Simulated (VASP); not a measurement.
Si4HC5, 10 atoms in the cell. The cell holds a slab with vacuum, 10 atoms: a = 3.075 Å, b = 3.075 Å, c = 28.299 Å, α = 90.00°, β = 90.00°, γ = 120.00°. 

| Item | Value |
| --- | --- |
| Program | VASP 6.6.1 |
| Task | single point |
| Functional | r2SCAN |
| Potentials or basis | VASP PAW PBE potentials, release 64 (C, Si, H) |
| Cutoff | 520 eV |
| k mesh | 9 × 9 × 1 |
| Occupations | gaussian, width 0.05 eV |
| Spin | collinear spin |
| Starting moments | [0.0, 0.0, 0.0, 0.0, 1.0, 0.0, 0.0, 0.0, 0.0, 0.0] μB |
| Dipole correction | yes |
| Further INCAR settings | ALGO = Normal; EDIFF = 1e-06; NBANDS = 34 |

Potentials or basis: VASP PAW PBE potentials, release 64 (C, Si, H).

Run with:

```bash
$ cat potpaw_PBE.64/C/POTCAR potpaw_PBE.64/Si/POTCAR potpaw_PBE.64/H/POTCAR > POTCAR
$ cp INCAR.step1 INCAR
$ mpirun -np 1 vasp_std > vasp.out
$ cp INCAR.step2 INCAR
$ mpirun -np 1 vasp_std > vasp.out
```

Hardware: 1 thread of Oxide Virtual Turin-like Processor, on a shared host.

Question: Estimate the wall time of this run.

Answer: It took 110 min on 1 thread of Oxide Virtual Turin-like Processor (shared host), peak memory 0.63 GiB. Counts: k points 25.
